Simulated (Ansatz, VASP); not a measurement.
## LaP: VASP beside Ansatz

```
La P
1.0
     0.00000    2.99228    2.99228
     2.99228    0.00000    2.99228
     2.99228    2.99228    0.00000
La P
1 1
Direct
  0.00000 0.00000 0.00000
  0.50000 0.50000 0.50000
```

Change from the starting cell: volume scaled by 0.98.

Alike in both runs: task single point; functional LDA; k mesh 10 × 10 × 10; occupations fermi-dirac, width 0.03 eV; no spin polarisation.

|  | VASP | Ansatz |
| --- | --- | --- |
| version | VASP 6.6.1 | Ansatz 0.2.0 |
| potentials or method | VASP PAW LDA potentials, release 64 (La, P), cutoff 520 eV | all-electron LAPW, scalar-relativistic |

```tsv
	VASP	Ansatz	Ansatz less VASP
pressure (GPa)	-1.8	-1.8	+0.05
```

LDA's correlation is that of Perdew and Zunger in VASP and of Perdew and Wang (1992) in Ansatz. Ansatz ran all-electron here, and VASP with PAW potentials.

Neither program's run includes spin-orbit coupling.
